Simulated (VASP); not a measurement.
# ZnO (P6_3mc) in VASP: further runs

The runs below take ZnO through single point, relaxation of cell and atoms, with PBE, LDA.

Program: VASP 6.6.1. These are calculated values, not measurements. Logs are shortened: lines on timing, memory, paths and dates and some standing lists are left out, and cuts for length are marked.

### 1 The cell of the first run

The structure is hexagonal, space group P6_3mc (No. 186). Conventional cell: a = 3.235 Å, b = 3.235 Å, c = 5.211 Å, α = 90.00°, β = 90.00°, γ = 120.00°. Within 2.6 Å of Zn (site symmetry 3m) lie 4 O at 1.97 to 1.98 Å. Within 2.6 Å of O (site symmetry 3m) lie 4 Zn at 1.97 to 1.98 Å.

### 2 Single point, PBE

Input file INCAR:

```
ALGO = Normal
EDIFF = 1E-6
ENCUT = 1340
GGA = PE
GGA_COMPAT = F
ISIF = 2
ISMEAR = -1
LASPH = T
LCHARG = F
LREAL = F
LWAVE = F
NBANDS = 26
NELM = 120
PREC = Accurate
SIGMA = 0.02
```

Input file KPOINTS:

```
k-points
0
Gamma
  12 12 6
```

Input file POSCAR:

```
ZnO
1.0
    3.2353522132      0.0000000000      0.0000000000
   -1.6176761066      2.8018972068      0.0000000000
    0.0000000000      0.0000000000      5.2109131292
Zn O
2 2
Direct
    0.3333333333      0.6666666667      0.4996551084
    0.6666666667      0.3333333333     -0.0003448916
    0.6666666667      0.3333333333      0.3793548916
    0.3333333333      0.6666666667      0.8793548916
```

Potentials or basis: VASP PAW PBE potentials, release 64 (Zn, O_h).

The run is started by

```console
cat potpaw_PBE.64/Zn/POTCAR potpaw_PBE.64/O_h/POTCAR > POTCAR
mpirun -np 1 vasp_std > vasp.out
```

OUTCAR:

```text
EDIFF = 1E-6
   ENCUT = 1340
   GGA = PE
   ISIF = 2
   ISMEAR = -1
   LASPH = T
   LREAL = F
   NELM = 120
   PREC = Accurate

 ion  position               nearest neighbor table
   1  0.333  0.667  0.500-   3 1.97   3 1.97   3 1.97   4 1.98
   2  0.667  0.333  1.000-   4 1.97   4 1.97   4 1.97   3 1.98
   3  0.667  0.333  0.379-   1 1.97   1 1.97   1 1.97   2 1.98
   4  0.333  0.667  0.879-   2 1.97   2 1.97   2 1.97   1 1.98

  LATTYP: Found a hexagonal cell.
 ALAT       =     3.2353522132
 C/A-ratio  =     1.6106169548

  Lattice vectors:

 A1 = (   3.2353522132,   0.0000000000,   0.0000000000)
 A2 = (  -1.6176761066,   2.8018972068,   0.0000000000)
 A3 = (   0.0000000000,   0.0000000000,   5.2109131292)

Analysis of symmetry for initial positions (statically):
=====================================================================
 Subroutine PRICEL returns:
 Original cell was already a primitive cell.

 Routine SETGRP: Setting up the symmetry group for a
 hexagonal supercell.

 Subroutine GETGRP returns: Found 12 space group operations
 (whereof  6 operations were pure point group operations)
 out of a pool of 24 trial point group operations.

The static configuration has the point symmetry C_3v.
 The point group associated with its full space group is C_6v.

Analysis of symmetry for dynamics (positions and initial velocities):
=====================================================================
 Subroutine PRICEL returns:
 Original cell was already a primitive cell.

 Routine SETGRP: Setting up the symmetry group for a
 hexagonal supercell.

 Subroutine GETGRP returns: Found 12 space group operations
 (whereof  6 operations were pure point group operations)
 out of a pool of 24 trial point group operations.

The dynamic configuration has the point symmetry C_3v.
 The point group associated with its full space group is C_6v.

 Subroutine INISYM returns: Found 12 space group operations
 (whereof  6 operations are pure point group operations),
 and found     1 'primitive' translations

----------------------------------------------------------------------------------------

                                     Primitive cell

  volume of cell :      47.2376

  direct lattice vectors                    reciprocal lattice vectors
     3.235352213  0.000000000  0.000000000     0.309085359  0.178450515  0.000000000
    -1.617676107  2.801897207  0.000000000     0.000000000  0.356901030  0.000000000
[... 82 lines left out ...]
   ICHARG =      2    charge: 1-file 2-atom 10-const
   ISPIN  =      1    spin polarized calculation?
   LNONCOLLINEAR =      F non collinear calculations
   LSORBIT =      F    spin-orbit coupling
   LASPH  =      T    aspherical Exc in radial PAW
   ENCUT  = 1340.0 eV  98.49 Ry    9.92 a.u.   9.66  9.66 15.55*2*pi/ulx,y,z
   NELM   =    120;   NELMIN=  2; NELMDL= -5     # of ELM steps
   EDIFF  = 0.1E-05   stopping-criterion for ELM
   LREAL  =      F    real-space projection
[... 7 lines left out ...]
   TEBEG  =    0.0;   TEEND  =   0.0 temperature during run
   PSTRESS=    0.0 pullay stress
   NELECT =      36.0000    total number of electrons
   NUPDOWN=      -1.0000    fix difference up-down
   EMIN   =  10.00;   EMAX   =-10.00  energy-range for DOS
   EFERMI =   0.00;   METHOD = LEGACY
   ISMEAR =    -1;   SIGMA  =   0.02  broadening in eV -4-tet -1-fermi 0-gaus
   EFERMI_NEDOS =   21; number of points for ismear=-14 and -15
   IALGO  =     38    algorithm
   IMIX   =      4    mixing-type and parameters
     AMIX     =   0.40;   BMIX     =  1.00
     AMIX_MAG =   1.60;   BMIX_MAG =  1.00
  volume/ion in A,a.u.               =      11.81        79.69
  Fermi-wavevector in a.u.,A,eV,Ry     =   1.495362  2.825825 30.424107  2.236109
  Thomas-Fermi vector in A             =   2.607517
   LORBIT       =      0    0 simple, 1 ext, 2 COOP (PROOUT), +10 PAW based schemes
   GGA     = PE    functional components
   LHFCALC =     F    Hartree Fock is set to
   AEXX    =    0.0000 exact exchange contribution
   IVDW    =     0    specifies the selected vdW correction
   LEPSILON=     F    determine dielectric tensor
   LRPA    =     F    only Hartree local field effects (RPA)
 non-spin polarized calculation
  energy-cutoff  :     1340.00
  volume of cell :       47.24
 maximum number of plane-waves:      5336
 NGX is ok and might be reduce to    40
   NGX = 19   NGY = 19   NGZ = 31

 number of electron      36.0000000 magnetization

 Free energy of the ion-electron system (eV)
  ---------------------------------------------------
  ext. energy  EPLUGINS =         0.00000000
  ---------------------------------------------------
  free energy    TOTEN  =       -17.82366885 eV

  energy without entropy =      -17.82366885  energy(sigma->0) =      -17.82366885

 E-fermi :   2.0096     XC(G=0): -10.9555

 val. band max:        1.5997485475   @ k =   0.0000   0.0000   0.0000
 cond. band min:       2.3957323296   @ k =   0.0000   0.0000   0.0000
 fundamental gap:      0.7959837821
 Fermi energy:         2.0095892712

 k-point     1 :       0.0000    0.0000    0.0000
  band No.  band energies     occupation
      1     -16.5548      2.00000
      2     -15.8210      2.00000
      3      -4.1374      2.00000
      4      -4.1374      2.00000
      5      -4.0989      2.00000
      6      -4.0837      2.00000
[... 685 lines left out ...]
     25      15.0827      0.00000
     26      15.6832      0.00000

 [... further k-points ...]

------------------------ aborting loop because EDIFF is reached ----------------------------------------

  FORCE on cell =-STRESS in cart. coord.  units (eV):
  Direction    XX          YY          ZZ          XY          YZ          ZX
  --------------------------------------------------------------------------------------
  -------------------------------------------------------------------------------------
  Total        2.0536832      2.0536832      2.0902987      0.0000000      0.0000000      0.0000000
  in kB       69.6556630     69.6556630     70.8975681      0.0000000      0.0000000      0.0000000
  external PRESSURE =      70.0696314 kB  Pullay stress =       0.0000000 kB

 VOLUME and BASIS-vectors are now :
 -----------------------------------------------------------------------------
  energy-cutoff  :     1340.00
  volume of cell :       47.24
      direct lattice vectors                 reciprocal lattice vectors
     3.235352213  0.000000000  0.000000000     0.309085359  0.178450515  0.000000000
    -1.617676107  2.801897207  0.000000000     0.000000000  0.356901030  0.000000000
     0.000000000  0.000000000  5.210913129     0.000000000  0.000000000  0.191904945

 POSITION                                       TOTAL-FORCE (eV/Angst)
 -----------------------------------------------------------------------------------
     -0.00000      1.86793      2.60366        -0.000000     -0.000000      0.004052
      1.61768      0.93397      5.20912        -0.000000      0.000000      0.004052
      1.61768      0.93397      1.97679        -0.000000      0.000000     -0.004052
     -0.00000      1.86793      4.58224         0.000000      0.000000     -0.004052
 -----------------------------------------------------------------------------------
    total drift:                                0.000000     -0.000000      0.000218

  FREE ENERGIE OF THE ION-ELECTRON SYSTEM (eV)
  ---------------------------------------------------
  free  energy   TOTEN  =       -17.8236688533 eV

  energy  without entropy=      -17.8236688533  energy(sigma->0) =      -17.82366885
```

stdout:

```text
POSCAR found type information on POSCAR ZnO
 POSCAR found :  2 types and       4 ions
 scaLAPACK will be used
 LDA part: xc-table for (Slater+PW92), standard interpolation
 POSCAR, INCAR and KPOINTS ok, starting setup
 FFT: planning ... GRIDC
 FFT: planning ... GRID_SOFT
 FFT: planning ... GRID
 WAVECAR not read
 entering main loop
```

It took 5.5 min on 1 thread of Intel Xeon Platinum 8375C at 2.90GHz (Ice Lake), shared host; peak memory 0.51 GiB.

What came out:

| Item | Value |
| --- | --- |
| Free energy | -17.8237 eV |
| Pressure | 7.0 GPa |
| Largest force | 0.004 eV/Å |
| Band gap on the k mesh | 0.80 eV |

Forces on the atoms (eV/Å):
```
Zn   0.000  0.000  0.004
Zn   0.000  0.000  0.004
O    0.000  0.000 -0.004
O    0.000  0.000 -0.004
```

Caveat: the cell stands under pressure; semilocal functionals underestimate gaps, and a narrow one can read as zero. As with any semilocal functional, this PBE gap is likely too small.

### 3 Relaxation of cell and atoms, LDA

This run uses another cell than the first one, of 12.33 Å³/atom.

Input file INCAR:

```
  PREC = Accurate
  ENCUT = 600
  EDIFF = 1E-6
  ISMEAR = -1
  SIGMA = 0.02
  LREAL = F
  LASPH = T
  NELM = 80
  ALGO = Normal
  ISIF = 3
  LWAVE = F
  LCHARG = F
  GGA = CA
  IBRION = 2
  NSW = 80
  EDIFFG = -0.005
```

Input file KPOINTS:

```
regular mesh
0
Gamma
  12 12 4
```

Input file POSCAR:

```
ZnO
1.0
    3.2795251991      0.0000000000      0.0000000000
   -1.6397625995      2.8401521347      0.0000000000
    0.0000000000      0.0000000000      5.2931629342
Zn O
2 2
Direct
    0.3333333333      0.6666666667      0.4999596417
    0.6666666667      0.3333333333     -0.0000403583
    0.6666666667      0.3333333333      0.3790503583
    0.3333333333      0.6666666667      0.8790503583
```

Potentials or basis: VASP PAW LDA potentials, release 64 (Zn, O).

The run is started by

```console
cat potpaw_LDA.64/Zn/POTCAR potpaw_LDA.64/O/POTCAR > POTCAR
mpirun -np 1 vasp_std > vasp.out
```

OUTCAR:

```text
PREC = Accurate
   ENCUT = 600
   EDIFF = 1E-6
   ISMEAR = -1
   LREAL = F
   LASPH = T
   NELM = 80
   ISIF = 3
   GGA = CA
   IBRION = 2
   NSW = 80
   EDIFFG = -0.005

 ion  position               nearest neighbor table
   1  0.333  0.667  0.500-   3 2.00   3 2.00   3 2.00   4 2.01
   2  0.667  0.333  1.000-   4 2.00   4 2.00   4 2.00   3 2.01
   3  0.667  0.333  0.379-   1 2.00   1 2.00   1 2.00   2 2.01
   4  0.333  0.667  0.879-   2 2.00   2 2.00   2 2.00   1 2.01

  LATTYP: Found a hexagonal cell.
 ALAT       =     3.2795251991
 C/A-ratio  =     1.6140028244

  Lattice vectors:

 A1 = (   3.2795251991,   0.0000000000,   0.0000000000)
 A2 = (  -1.6397625995,   2.8401521347,   0.0000000000)
 A3 = (   0.0000000000,   0.0000000000,   5.2931629342)

Analysis of symmetry for initial positions (statically):
[... 377 lines left out ...]
  ---------------------------------------------------
  free energy    TOTEN  =       -21.17155919 eV

  energy without entropy =      -21.17155919  energy(sigma->0) =      -21.17155919

 E-fermi :   1.6931     XC(G=0): -11.6905

 val. band max:        1.2845949925   @ k =   0.0000   0.0000   0.0000
 cond. band min:       2.0858927602   @ k =   0.0000   0.0000   0.0000
 fundamental gap:      0.8012977677
 Fermi energy:         1.6931192963

 k-point     1 :       0.0000    0.0000    0.0000
  band No.  band energies     occupation
      1     -16.8817      2.00000
      2     -16.0495      2.00000
      3      -4.7836      2.00000
      4      -4.7119      2.00000
      5      -4.7119      2.00000
      6      -4.6722      2.00000
[... 589 lines left out ...]
     21       9.8308      0.00000
     22      10.2378      0.00000

 [... further k-points ...]

------------------------ aborting loop because EDIFF is reached ----------------------------------------

  FORCE on cell =-STRESS in cart. coord.  units (eV):
  Direction    XX          YY          ZZ          XY          YZ          ZX
  --------------------------------------------------------------------------------------
  -------------------------------------------------------------------------------------
  Total        0.0094067      0.0094067      0.0114696      0.0000000      0.0000000      0.0000000
  in kB        0.3303841      0.3303841      0.4028367      0.0000000      0.0000000      0.0000000
  external PRESSURE =       0.3545350 kB  Pullay stress =       0.0000000 kB
[... 19 lines left out ...]
  FREE ENERGIE OF THE ION-ELECTRON SYSTEM (eV)
  ---------------------------------------------------
  free  energy   TOTEN  =       -21.1715591929 eV

  energy  without entropy=      -21.1715591929  energy(sigma->0) =      -21.17155919

 reached required accuracy - stopping structural energy minimisation
```

OSZICAR:

```text
N       E                     dE             d eps       ncg     rms          rms(c)
DAV:   1     0.300271867330E+03    0.30027E+03   -0.20391E+04  2508   0.259E+03
DAV:   2     0.889387565273E+01   -0.29138E+03   -0.28026E+03  2676   0.465E+02
DAV:   3    -0.234106193346E+02   -0.32304E+02   -0.32018E+02  2982   0.161E+02
DAV:   4    -0.240827226805E+02   -0.67210E+00   -0.67143E+00  2724   0.248E+01
[... 98 lines left out ...]
       N       E                     dE             d eps       ncg     rms          rms(c)
DAV:   1    -0.211715636078E+02   -0.10270E-04   -0.30392E-03  2508   0.481E-01    0.250E-02
DAV:   2    -0.211715612289E+02    0.23789E-05   -0.89730E-05  3138   0.123E-01    0.119E-02
DAV:   3    -0.211715596887E+02    0.15401E-05   -0.14904E-06  1658   0.269E-02    0.684E-03
DAV:   4    -0.211715591929E+02    0.49586E-06   -0.21994E-06  1470   0.182E-02
  14 F= -.21171559E+02 E0= -.21171559E+02  d E =-.601393E-05
```

CONTCAR:

```text
ZnO
   1.00000000000000
     3.1941477539100185   -0.0000000000015036   -0.0000000000000000
    -1.5970738769076129    2.7662130982616242   -0.0000000000000000
    -0.0000000000000000    0.0000000000000000    5.1628457447232012
  Zn              O
     2     2
Direct
     0.3333333332999970    0.6666666667000030    0.5002329737766219
     0.6666666667000030    0.3333333332999970    0.0002329737766218
     0.6666666667000030    0.3333333332999970    0.3787770262233792
     0.3333333332999970    0.6666666667000030    0.8787770262233791

  0.00000000E+00  0.00000000E+00  0.00000000E+00
  0.00000000E+00  0.00000000E+00  0.00000000E+00
  0.00000000E+00  0.00000000E+00  0.00000000E+00
  0.00000000E+00  0.00000000E+00  0.00000000E+00
```

It took 18 min on 1 thread of Intel Xeon 8259CL, shared host; peak memory 0.2 GiB.

Results:

* Free energy: -21.1716 eV
* Relaxed volume: 11.40 Å³/atom
* Relaxed cell: a = 3.194 Å, b = 3.194 Å, c = 5.163 Å, α = 90.00°, β = 90.00°, γ = 120.00°
* Space group after relaxing (to 0.1 Å): P6_3mc (No. 186)
* Energy gained by relaxing: 32.7 meV/atom
* Ionic steps: 14
* Pressure after relaxing: 0.0 GPa
* Band gap on the k mesh: 0.80 eV

Forces in eV/Å, atoms in the order of the input:
```
Zn   0.000  0.000  0.003
Zn   0.000  0.000  0.003
O    0.000  0.000 -0.003
O    0.000  0.000 -0.003
```

Step by step:
```csv
step,energy change (eV),largest force (eV/Å),pressure (GPa),volume (Å³)
1,0.0000,0.0039,-10.60,49.30
2,-0.0875,0.0169,7.53,43.71
3,-0.1307,0.0108,-0.10,45.62
4,-0.1307,0.0110,0.11,45.55
5,-0.1307,0.0037,0.08,45.60
6,-0.1307,0.0011,0.02,45.62
7,-0.1307,0.0007,-0.11,45.62
8,-0.1307,0.0015,0.02,45.62
9,-0.1307,0.0004,-0.06,45.62
10,-0.1307,0.0063,0.03,45.59
11,-0.1307,0.0039,0.04,45.60
12,-0.1307,0.0064,0.01,45.61
13,-0.1307,0.0069,0.00,45.61
14,-0.1307,0.0027,0.04,45.62
```

Final structure:
```xyz
4
Lattice="3.1941 0.0000 0.0000 -1.5971 2.7662 0.0000 0.0000 0.0000 5.1628" Properties=species:S:1:pos:R:3 pbc="T T T"
Zn    0.0000    1.8441    2.5826
Zn    1.5971    0.9221    0.0012
O     1.5971    0.9221    1.9556
O     0.0000    1.8441    4.5370
```

Levels at points of the mesh, in eV from the valence-band top:
```
           k point  band 15  band 16  band 17  band 18  band 19  band 20  band 21  band 22
(0.00, 0.00, 0.00)    -0.85    -0.10     0.00     0.00     0.80     5.27     8.18    12.93
(0.50, 0.00, 0.00)    -3.01    -2.43    -1.39    -0.90     5.87     6.77     7.45     8.67
(0.00, 0.00, 0.50)    -0.42    -0.42    -0.42    -0.42     3.48     3.48    10.03    10.03
(0.50, 0.00, 0.50)    -1.61    -1.61    -1.48    -1.48     5.63     5.63     8.55     8.55
```

LDA usually gives volumes a few per cent too small. Zero-point motion and thermal expansion aren't in these numbers.
